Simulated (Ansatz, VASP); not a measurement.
**Bi2Te2Se: VASP beside Ansatz**

```xyz
5
Lattice="2.1444 1.2381 9.9501 -2.1444 1.2381 9.9501 0.0000 -2.4762 9.9501" Properties=species:S:1:pos:R:3 pbc="T T T"
Bi    0.0000    0.0000   18.0769
Bi    0.0000    0.0000   11.7735
Te    0.0000    0.0000    6.3608
Te    0.0000    0.0000   23.4896
Se    0.0000    0.0000    0.0000
```

Alike in both runs: functional PBEsol; k mesh 9 × 9 × 9; occupations gaussian, width 0.02 eV; no spin polarisation.

Ansatz relaxed the structure, and its values are those at the end. VASP's run is a single point on that final structure, the one shown.

```csv
,VASP,Ansatz
version,VASP 6.6.1,Ansatz 0.2.0
potentials or method,"VASP PAW PBE potentials, release 64 (Bi_d, Te, Se), cutoff 520 eV","scalar-relativistic, plane waves, PAW"
valence electrons in the cell,48,78
```

Ansatz gave:

```
gap on the k mesh at the Fermi level (eV) : 0.03
least direct gap on the mesh (eV)         : 0.03
pressure (GPa)                            : 0.0
rms of the force components (eV/Å)        : 0.000
```

Problem. Which values does VASP return?

Solution. gap on the k mesh at the Fermi level (eV): 0.01; least direct gap on the mesh (eV): 0.01; pressure (GPa): 0.0; rms of the force components (eV/Å): 0.009.

VASP's potentials were made for PBE, not for PBEsol. The functional is the same, so the differences come from potentials, cutoffs and numerics. VASP's potentials hold 48 valence electrons a cell and Ansatz's 78, so a difference there can come from the potentials and not from the codes.

Neither program's run includes spin-orbit coupling.
